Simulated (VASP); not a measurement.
# LiMgBN2 (I-4m2) in VASP: notebook, part 2 of 3

VASP 6.6.1. The steps go on from the part before.

**4. Single point, PBE (strain -0.040 along x and y, -0.080 along z)**

INCAR reads:

```
  ALGO = Normal
  EDIFF = 1E-6
  ENCUT = 520
  GGA = PE
  ISIF = 2
  ISMEAR = 0
  LASPH = T
  LCHARG = T
  LELF = T
  LREAL = F
  LVHAR = T
  LWAVE = F
  NBANDS = 17
  NELM = 80
  PREC = Accurate
  SIGMA = 0.05
```

KPOINTS reads:

```
k-points
0
Gamma
  8 8 8
```

POSCAR reads:

```
LiMgBN2
1.0
   -1.8332697600      1.8332697600      4.0880402400
    1.8332697600     -1.8332697600      4.0880402400
    1.8332697600      1.8332697600     -4.0880402400
Li Mg B N
1 1 1 2
Direct
    0.2500000000      0.7500000000      0.5000000000
    0.7500000000      0.2500000000      0.5000000000
    0.5000000000      0.5000000000      0.0000000000
    0.6512635000      0.6512635000      0.0000000000
    0.3487365000      0.3487365000      0.0000000000
```

Potentials or basis: VASP PAW PBE potentials, release 64 (Li_sv, Mg, B, N).

The run is started by

```bash
$ cat potpaw_PBE.64/Li_sv/POTCAR potpaw_PBE.64/Mg/POTCAR potpaw_PBE.64/B/POTCAR potpaw_PBE.64/N/POTCAR > POTCAR
$ mpirun -np 1 vasp_std > vasp.out
```

OUTCAR:

```text
EDIFF = 1E-6
   ENCUT = 520
   GGA = PE
   ISIF = 2
   ISMEAR = 0
   LASPH = T
   LREAL = F
   NELM = 80
   PREC = Accurate

 ion  position               nearest neighbor table
   1  0.250  0.750  0.500-   5 2.00   4 2.00   5 2.00   4 2.00   2 2.59   2 2.59   2 2.59   2 2.59

   2  0.750  0.250  0.500-   5 2.00   4 2.00   5 2.00   4 2.00   1 2.59   1 2.59   1 2.59   1 2.59
                             3 2.75   3 2.75   3 2.75   3 2.75
   3  0.500  0.500  0.000-   4 1.24   5 1.24   2 2.75   2 2.75   2 2.75   2 2.75
   4  0.651  0.651  0.000-   3 1.24   2 2.00   1 2.00   1 2.00   2 2.00
   5  0.349  0.349  0.000-   3 1.24   2 2.00   1 2.00   1 2.00   2 2.00

  LATTYP: Found a body centered tetragonal cell.
 ALAT       =     3.6665395200
 C/A-ratio  =     2.2299174563

  Lattice vectors:

 A1 = (  -1.8332697600,   1.8332697600,   4.0880402400)
 A2 = (   1.8332697600,  -1.8332697600,   4.0880402400)
 A3 = (   1.8332697600,   1.8332697600,  -4.0880402400)

Analysis of symmetry for initial positions (statically):
=====================================================================
 Subroutine PRICEL returns:
 Original cell was already a primitive cell.

 Routine SETGRP: Setting up the symmetry group for a
 body centered tetragonal supercell.

 Subroutine GETGRP returns: Found  8 space group operations
 (whereof  8 operations were pure point group operations)
 out of a pool of 16 trial point group operations.

The static configuration has the point symmetry D_2d.

Analysis of symmetry for dynamics (positions and initial velocities):
=====================================================================
 Subroutine PRICEL returns:
 Original cell was already a primitive cell.

 Routine SETGRP: Setting up the symmetry group for a
 body centered tetragonal supercell.

 Subroutine GETGRP returns: Found  8 space group operations
 (whereof  8 operations were pure point group operations)
 out of a pool of 16 trial point group operations.

The dynamic configuration has the point symmetry D_2d.

 Subroutine INISYM returns: Found  8 space group operations
 (whereof  8 operations are pure point group operations),
 and found     1 'primitive' translations

----------------------------------------------------------------------------------------

                                     Primitive cell

  volume of cell :      54.9576

  direct lattice vectors                    reciprocal lattice vectors
    -1.833269760  1.833269760  4.088040240     0.000000000  0.272736730  0.122307994
     1.833269760 -1.833269760  4.088040240     0.272736730  0.000000000  0.122307994
     1.833269760  1.833269760 -4.088040240     0.272736730  0.272736730  0.000000000

  length of vectors
     4.840850032  4.840850032  4.840850032     0.298905619  0.298905619  0.385707983

  position of ions in fractional coordinates (direct lattice)
     0.250000000  0.750000000  0.500000000
     0.750000000  0.250000000  0.500000000
     0.500000000  0.500000000  0.000000000
     0.651263500  0.651263500  0.000000000
     0.348736500  0.348736500  0.000000000

  ion indices of the primitive-cell ions
   primitive index   ion index
                 1           1
                 2           2
                 3           3
                 4           4
[... 23 lines left out ...]
 Subroutine IBZKPT returns following result:
 ===========================================

 Found     59 irreducible k-points:

 Following reciprocal coordinates:
            Coordinates               Weight
  0.000000  0.000000  0.000000      1.000000
  0.125000  0.000000  0.000000      8.000000
  0.250000  0.000000  0.000000      8.000000
  0.375000  0.000000  0.000000      8.000000
  0.500000  0.000000  0.000000      4.000000
  0.125000  0.125000  0.000000      8.000000
[... 16 lines left out ...]
  0.250000  0.125000  0.125000     16.000000
  0.375000  0.125000  0.125000      8.000000
 [... further k-points ...]
   k-points           NKPTS =     59   k-points in BZ     NKDIM =     59   number of bands    NBANDS=     17
   number of dos      NEDOS =    301   number of ions     NIONS =      5
   total plane-waves  NPLWV =  46656
   dimension x,y,z NGX =    36 NGY =   36 NGZ =   36
   dimension x,y,z NGXF=    72 NGYF=   72 NGZF=   72
   ions per type =               1   1   1   2
   NGX,Y,Z   is equivalent  to a cutoff of  12.36, 12.36, 12.36 a.u.
   NGXF,Y,Z  is equivalent  to a cutoff of  24.73, 24.73, 24.73 a.u.
 SYSTEM =  unknown system
   PREC   = accura    normal or accurate (medium, high low for compatibility)
   ISTART =      0    job   : 0-new  1-cont  2-samecut
   ICHARG =      2    charge: 1-file 2-atom 10-const
   ISPIN  =      1    spin polarized calculation?
   LNONCOLLINEAR =      F non collinear calculations
   LSORBIT =      F    spin-orbit coupling
   LASPH  =      T    aspherical Exc in radial PAW
   ENCUT  =  520.0 eV  38.22 Ry    6.18 a.u.   9.00  9.00  9.00*2*pi/ulx,y,z
   NELM   =     80;   NELMIN=  2; NELMDL= -5     # of ELM steps
   EDIFF  = 0.1E-05   stopping-criterion for ELM
   LREAL  =      F    real-space projection
   EDIFFG = 0.1E-04   stopping-criterion for IOM
   NSW    =      0    number of steps for IOM
   IBRION =     -1    ionic relax: 0-MD 1-quasi-New 2-CG
   NFREE  =      0    steps in history (QN), initial steepest desc. (CG)
   ISIF   =      2    stress and relaxation
   ISYM   =      2    0-nonsym 1-usesym 2-fastsym
   POTIM  = 0.5000    time-step for ionic-motion
   TEBEG  =    0.0;   TEEND  =   0.0 temperature during run
   PSTRESS=    0.0 pullay stress
   NELECT =      18.0000    total number of electrons
   NUPDOWN=      -1.0000    fix difference up-down
   EMIN   =  10.00;   EMAX   =-10.00  energy-range for DOS
   EFERMI =   0.00;   METHOD = LEGACY
   ISMEAR =     0;   SIGMA  =   0.05  broadening in eV -4-tet -1-fermi 0-gaus
   EFERMI_NEDOS =   21; number of points for ismear=-14 and -15
   IALGO  =     38    algorithm
   IMIX   =      4    mixing-type and parameters
     AMIX     =   0.40;   BMIX     =  1.00
     AMIX_MAG =   1.60;   BMIX_MAG =  1.00
  volume/ion in A,a.u.               =      10.99        74.17
  Fermi-wavevector in a.u.,A,eV,Ry     =   1.128469  2.132498 17.326239  1.273443
  Thomas-Fermi vector in A             =   2.265159
   LORBIT       =      0    0 simple, 1 ext, 2 COOP (PROOUT), +10 PAW based schemes
   GGA     = PE    functional components
   LHFCALC =     F    Hartree Fock is set to
   AEXX    =    0.0000 exact exchange contribution
   IVDW    =     0    specifies the selected vdW correction
   LEPSILON=     F    determine dielectric tensor
   LRPA    =     F    only Hartree local field effects (RPA)
 non-spin polarized calculation
 Gauss-broadening in eV      SIGMA  =   0.05
  energy-cutoff  :      520.00
  volume of cell :       54.96
 maximum number of plane-waves:      1508
   NGX = 17   NGY = 17   NGZ = 17

 number of electron      18.0000005 magnetization

 Free energy of the ion-electron system (eV)
  ---------------------------------------------------
  ext. energy  EPLUGINS =         0.00000000
  ---------------------------------------------------
  free energy    TOTEN  =       -30.55441360 eV

  energy without entropy =      -30.55441360  energy(sigma->0) =      -30.55441360

 E-fermi :   2.0822     XC(G=0):  -9.1201

 val. band max:        1.7935582157   @ k =   0.5000   0.5000   0.5000
 cond. band min:       4.7669561562   @ k =   0.0000   0.0000   0.0000
 fundamental gap:      2.9733979405
 Fermi energy:         2.0821764356

 k-point     1 :       0.0000    0.0000    0.0000
  band No.  band energies     occupation
      1     -41.4802      2.00000
      2     -13.2498      2.00000
      3     -12.0987      2.00000
      4      -2.9454      2.00000
      5      -0.8791      2.00000
      6      -0.8791      2.00000
[... 457 lines left out ...]
      4      -2.9874      2.00000
      5      -2.3571      2.00000
      6      -1.8312      2.00000
[... 9 lines left out ...]
     16      13.6429      0.00000
     17      15.6080      0.00000

 [... further k-points ...]
[... 5 lines left out ...]
  --------------------------------------------------------------------------------------
  -------------------------------------------------------------------------------------
  Total        3.8647381      3.8647381     21.5703907      0.0000000      0.0000000      0.0000000
  in kB      112.6685608    112.6685608    628.8407695      0.0000000      0.0000000      0.0000000
  external PRESSURE =     284.7259637 kB  Pullay stress =       0.0000000 kB

 VOLUME and BASIS-vectors are now :
 -----------------------------------------------------------------------------
  energy-cutoff  :      520.00
  volume of cell :       54.96
      direct lattice vectors                 reciprocal lattice vectors
    -1.833269760  1.833269760  4.088040240     0.000000000  0.272736730  0.122307994
     1.833269760 -1.833269760  4.088040240     0.272736730  0.000000000  0.122307994
     1.833269760  1.833269760 -4.088040240     0.272736730  0.272736730  0.000000000

 POSITION                                       TOTAL-FORCE (eV/Angst)
 -----------------------------------------------------------------------------------
      1.83327      0.00000      2.04402         0.000000     -0.000000     -0.000000
      0.00000      1.83327      2.04402         0.000000     -0.000000      0.000000
      0.00000      0.00000      4.08804         0.000000     -0.000000      0.000000
      0.00000      0.00000      5.32478        -0.000000      0.000000      6.553541
      0.00000      0.00000      2.85130        -0.000000      0.000000     -6.553541
 -----------------------------------------------------------------------------------
    total drift:                                0.000000     -0.000000      0.000000

  FREE ENERGIE OF THE ION-ELECTRON SYSTEM (eV)
  ---------------------------------------------------
  free  energy   TOTEN  =       -30.5544135960 eV

  energy  without entropy=      -30.5544135960  energy(sigma->0) =      -30.55441360
```

It took 38 s on 1 thread of Intel Xeon 6975P-C (Granite Rapids), shared host; peak memory 0.24 GiB.

What came out:

| Quantity | Value |
| --- | --- |
| Free energy | -30.5544 eV |
| Largest force | 6.554 eV/Å |
| Band gap on the k mesh | 2.97 eV, indirect (least direct gap 3.66 eV) |

Forces on the atoms (eV/Å):
```
Li   0.000  0.000  0.000
Mg   0.000  0.000  0.000
B    0.000  0.000  0.000
N    0.000  0.000  6.554
N    0.000  0.000 -6.554
```

Levels at points of the mesh, in eV from the valence-band top:
```csv
k point,band 5,band 6,band 7,band 8,band 9,band 10,band 11,band 12,band 13,band 14
"(0.00, 0.00, 0.00)",-2.67,-2.67,-2.55,-1.62,-1.62,2.97,6.72,8.61,9.17,9.17
"(0.50, 0.00, 0.00)",-4.27,-2.98,-2.81,-1.07,-0.77,5.92,6.17,8.12,8.83,9.94
"(0.50, 0.50, 0.00)",-4.06,-3.61,-3.49,-2.14,-0.44,5.33,6.64,7.64,8.78,10.90
"(0.50, 0.50, 0.50)",-3.58,-3.58,-3.50,0.00,0.00,3.66,7.43,7.59,7.59,9.33
```

Caveat: the cell differs from its parent crystal (strain -0.040 along x and y, -0.080 along z); the cutoff is under 1.25 times the usual one of these potentials, so pressure, stress and relaxed cells hold a basis-set (Pulay) error; forces of over 1 eV/Å act on the atoms, so gaps and moduli don't describe the material at rest. A k mesh can miss the band edges.

(Part 2 of 3 ends here.)
